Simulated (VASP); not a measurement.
# Ru (P6_3/mmc) in VASP: further runs, part 2 of 2

VASP 6.6.1. Earlier steps stand in the parts before.

## (4) Relaxation of cell and atoms, PBE, target pressure 93 GPa, at which the enthalpy is minimised

Input file INCAR:

```
SYSTEM = Ru
ALGO     = Normal         ! electronic algorithm
EDIFF    = 1E-6           ! SCF threshold, eV
EDIFFG   = -0.005         ! ionic threshold
ENCUT    = 600            ! plane-wave cutoff, eV
GGA      = PE             ! functional
IBRION   = 2              ! ionic algorithm
ISIF     = 3              ! what is computed and relaxed
ISMEAR   = -1             ! smearing method
LASPH    = .TRUE.         ! aspherical terms in the spheres
LCHARG   = .FALSE.        ! write CHGCAR
LREAL    = .FALSE.        ! projectors in reciprocal space
LWAVE    = .FALSE.        ! write WAVECAR
NELM     = 100            ! most SCF steps
NSW      = 32             ! ionic steps
PREC     = Accurate       ! precision mode
PSTRESS  = 930.0        
SIGMA    = 0.08           ! smearing width, eV
```

Input file KPOINTS:

```
k-points
0
G
  17 17 10
  0 0 0
```

Input file POSCAR:

```
Ru
1.0
    2.5482259444      0.0000000000      0.0000000000
   -1.2741129722      2.2068284025      0.0000000000
    0.0000000000      0.0000000000      4.0512225662
Ru
2
Direct
    0.3333333333      0.6666666667      0.2500000000
    0.6666666667      0.3333333333      0.7500000000
```

Potentials or basis: VASP PAW PBE potentials, release 64 (Ru_pv).

On the command line:

```bash
$ cat potpaw_PBE.64/Ru_pv/POTCAR > POTCAR
$ mpirun -np 1 vasp_std > vasp.out
```

OUTCAR:

```text
SYSTEM = Ru
   EDIFF = 1E-6
   EDIFFG = -0.005
   ENCUT = 600
   GGA = PE
   IBRION = 2
   ISIF = 3
   ISMEAR = -1
   LASPH = .TRUE.
   LREAL = .FALSE.
   NELM = 100
   NSW = 32
   PREC = Accurate
   PSTRESS = 930.0

 ion  position               nearest neighbor table
   1  0.333  0.667  0.250-   2 2.50   2 2.50   2 2.50   2 2.50   2 2.50   2 2.50
   2  0.667  0.333  0.750-   1 2.50   1 2.50   1 2.50   1 2.50   1 2.50   1 2.50

  LATTYP: Found a hexagonal cell.
 ALAT       =     2.5482259444
 C/A-ratio  =     1.5898207830

  Lattice vectors:

 A1 = (   2.5482259444,   0.0000000000,   0.0000000000)
 A2 = (  -1.2741129722,   2.2068284025,   0.0000000000)
 A3 = (   0.0000000000,   0.0000000000,   4.0512225662)

Analysis of symmetry for initial positions (statically):
[... 295 lines left out ...]
  free energy    TOTEN  =       -17.33148967 eV

  energy without entropy =      -17.29934484  energy(sigma->0) =      -17.31541726

 E-fermi :  16.3352     XC(G=0): -15.2331

 val. band max:       16.3334746301   @ k =   0.1176   0.0000   0.4000
 cond. band min:      16.3370784490   @ k =   0.4118   0.0000   0.5000
 fundamental gap:      0.0036038189
 Fermi energy:        16.3351710095

 k-point     1 :       0.0000    0.0000    0.0000
  band No.  band energies     occupation
      1     -28.1704      2.00000
      2     -26.5378      2.00000
      3     -26.5378      2.00000
      4     -26.2566      2.00000
      5     -26.2566      2.00000
      6     -26.1887      2.00000
[... 481 lines left out ...]
      5     -26.5138      2.00000
      6     -26.4388      2.00000
[... 10 lines left out ...]
     17      18.4015      0.00000
     18      26.5527      0.00000

 [... further k-points ...]

------------------------ aborting loop because EDIFF is reached ----------------------------------------

  FORCE on cell =-STRESS in cart. coord.  units (eV):
  Direction    XX          YY          ZZ          XY          YZ          ZX
  --------------------------------------------------------------------------------------
  -------------------------------------------------------------------------------------
  Total       13.2260771     13.2260771     13.2368979      0.0000000     -0.0000000      0.0000000
  in kB      929.4660943    929.4660943    930.2265306      0.0000000     -0.0000000      0.0000000
  external PRESSURE =      -0.2804269 kB  Pullay stress =     930.0000000 kB
[... 21 lines left out ...]
  energy  without entropy=      -17.2993448443  energy(sigma->0) =      -17.31541726

  enthalpy is  TOTEN    =        -4.0978152536 eV   P V=       13.2336744139

 reached required accuracy - stopping structural energy minimisation
```

CONTCAR:

```text
Ru
   1.00000000000000
     2.5487769282118373    0.0000000000000000    0.0000000000000000
    -1.2743884641059187    2.2073055684849425   -0.0000000000000000
     0.0000000000000000    0.0000000000000000    4.0524138715977092
  Ru
     2
Direct
     0.3333333332999970    0.6666666667000030    0.2500000000000000
     0.6666666667000030    0.3333333332999970    0.7500000000000000

  0.00000000E+00  0.00000000E+00  0.00000000E+00
  0.00000000E+00  0.00000000E+00  0.00000000E+00
```

Wall time 54 s (1 thread of Intel Xeon 6975P-C (Granite Rapids), shared host); peak memory 0.2 GiB.

What came out:

```
Free energy                                            : -17.3315 eV
Relaxed volume                                         : 11.40 Å³/atom
Relaxed cell                                           : a = 2.549 Å, b = 2.549 Å, c = 4.052 Å, α = 90.00°, β = 90.00°, γ = 120.00°
Space group after relaxing (to 0.05 Å)                 : P6_3/mmc (No. 194)
Energy change on relaxing (the enthalpy is what falls) : -4.8 meV/atom
Ionic steps                                            : 4
Pressure after relaxing                                : 93.0 GPa
Band gap on the k mesh                                 : zero (band 14 reaches 18.28 eV, above the bottom of band 15 at 14.20 eV)
```

Stress tensor (GPa, compression positive):
```
92.95  0.00  0.00
 0.00 92.95  0.00
 0.00  0.00 93.02
```

Step by step:
```
step  energy change (eV)  largest force (eV/Å)  pressure (GPa)  volume (Å³)
   1              0.0000                0.0000           93.45        22.78
   2             -0.0600                0.0000           90.24        22.89
   3             -0.0085                0.0000           93.05        22.80
   4             -0.0096                0.0000           92.97        22.80
```

Final structure:
```cif
data_structure
_symmetry_space_group_name_H-M 'P 1'
_symmetry_Int_Tables_number 1
_cell_length_a 2.5488
_cell_length_b 2.5488
_cell_length_c 4.0524
_cell_angle_alpha 90.000
_cell_angle_beta 90.000
_cell_angle_gamma 120.000
_cell_volume 22.80
loop_
_atom_site_label
_atom_site_type_symbol
_atom_site_fract_x
_atom_site_fract_y
_atom_site_fract_z
_atom_site_occupancy
Ru1 Ru 0.33333 0.66667 0.25000 1
Ru2 Ru 0.66667 0.33333 0.75000 1
```

Levels at points of the mesh, in eV from the Fermi level:
```tsv
k point	band 12	band 13	band 14	band 15	band 16	band 17
(0.00, 0.00, 0.00)	-2.53	-2.53	-1.79	-1.79	1.49	1.49
(0.00, 0.00, 0.50)	-3.60	-3.31	-3.31	0.71	0.71	0.71
```

Caveat: the cell is relaxed towards a set pressure, so the enthalpy falls and the energy may rise.

## (5) Relaxation of cell and atoms, PBE, target pressure 93 GPa, at which the enthalpy is minimised

This run uses another cell than the first one, of 11.61 Å³/atom, 1.019 times its volume.

Input file INCAR:

```
SYSTEM = Ru
PREC     = Accurate       ! precision mode
ENCUT    = 600            ! plane-wave cutoff, eV
EDIFF    = 1E-7           ! SCF threshold, eV
ISMEAR   = -1             ! smearing method
SIGMA    = 0.08           ! smearing width, eV
LREAL    = .FALSE.        ! projectors in reciprocal space
LASPH    = .TRUE.         ! aspherical terms in the spheres
NELM     = 100            ! most SCF steps
ALGO     = Normal         ! electronic algorithm
ISIF     = 3              ! what is computed and relaxed
LWAVE    = .FALSE.        ! write WAVECAR
LCHARG   = .FALSE.        ! write CHGCAR
GGA      = PE             ! functional
IBRION   = 2              ! ionic algorithm
NSW      = 60             ! ionic steps
EDIFFG   = -0.005         ! ionic threshold
PSTRESS  = 930.0
```

Input file KPOINTS:

```
Automatic mesh
0
G
  17 17 10
  0 0 0
```

Input file POSCAR:

```
Ru
1.0
    2.5485083512      0.0000000000      0.0000000000
   -1.2742541756      2.2070729739      0.0000000000
    0.0000000000      0.0000000000      4.1285835290
Ru
2
Direct
    0.3333333333      0.6666666667      0.2500000000
    0.6666666667      0.3333333333      0.7500000000
```

On the command line:

```bash
$ cat potpaw_PBE.64/Ru_pv/POTCAR > POTCAR
$ mpirun -np 1 vasp_std > vasp.out
```

It took 3.3 min on 1 thread of Intel Xeon 6975P-C (Granite Rapids), shared host; peak memory 0.21 GiB.

Results (log left out):

```yaml
Free_energy: -17.3315 eV
Relaxed_volume: 11.40 Å³/atom
Relaxed_cell: a = 2.549 Å, b = 2.549 Å, c = 4.053 Å, α = 90.00°, β = 90.00°, γ = 120.00°
Space_group_after_relaxing_to_0.05_Å: P6_3/mmc (No. 194)
Energy_change_on_relaxing_the_enthalpy_is_what_falls: +107.6 meV/atom
Ionic_steps: 11
Pressure_after_relaxing: 93.0 GPa
Band_gap_on_the_k_mesh: zero (band 14 reaches 18.29 eV, above the bottom of band 15 at 14.20 eV)
```

Step by step:
```
step  energy change (eV)  largest force (eV/Å)  pressure (GPa)  volume (Å³)
   1              0.0000                0.0000           80.18        23.22
   2              2.5887                0.0000          203.48        20.22
   3              0.2386                0.0000           93.87        22.77
   4              0.2589                0.0000           94.99        22.73
   5              0.1550                0.0000           89.61        22.92
   6              0.2124                0.0000           92.84        22.80
   7              0.2133                0.0000           92.89        22.80
   8              0.2249                0.0000           93.51        22.78
   9              0.2163                0.0000           93.04        22.80
  10              0.2142                0.0000           92.95        22.80
  11              0.2152                0.0000           93.00        22.80
```

Final structure:
```
CELL_PARAMETERS angstrom
2.54865 0.00000 0.00000
-1.27433 2.20720 0.00000
0.00000 0.00000 4.05266
ATOMIC_POSITIONS crystal
Ru 0.33333 0.66667 0.25000
Ru 0.66667 0.33333 0.75000
```

Levels at points of the mesh, in eV from the Fermi level:
```tsv
k point	band 11	band 12	band 13	band 14	band 15	band 16	band 17	band 18
(0.00, 0.00, 0.00)	-3.23	-2.53	-2.53	-1.79	-1.79	1.49	1.49	1.54
(0.00, 0.00, 0.50)	-3.60	-3.60	-3.31	-3.31	0.71	0.71	0.71	0.71
```

Caveat: the cell is relaxed towards a set pressure, so the enthalpy falls and the energy may rise.

## (6) The runs side by side

```csv
task,cell,cutoff (eV),gap on the mesh (eV),pressure (GPa)
single point,"a = 2.548, b = 2.548, c = 4.051 Å, angles 90.0, 90.0, 120.0°, 2 atoms",520,none,93.6
relaxation of cell and atoms,"relaxed to 93 GPa from a = 2.548, b = 2.548, c = 4.051 Å, angles 90.0, 90.0, 120.0°, 2 atoms",600,none,93.0
relaxation of cell and atoms,"relaxed to 93 GPa from a = 2.549, b = 2.549, c = 4.129 Å, angles 90.0, 90.0, 120.0°, 2 atoms",600,none,93.0
```

Alike in all rows: level PBE; potentials or basis VASP PAW PBE potentials, release 64 (Ru_pv); no spin polarisation; k mesh 17 × 17 × 10; smearing fermi-dirac 0.08 eV.

Caveats: the cell is relaxed towards a set pressure, so the enthalpy falls and the energy may rise (some runs).

Total energies depend on the potentials used, so only differences within one code and one set of settings carry meaning.
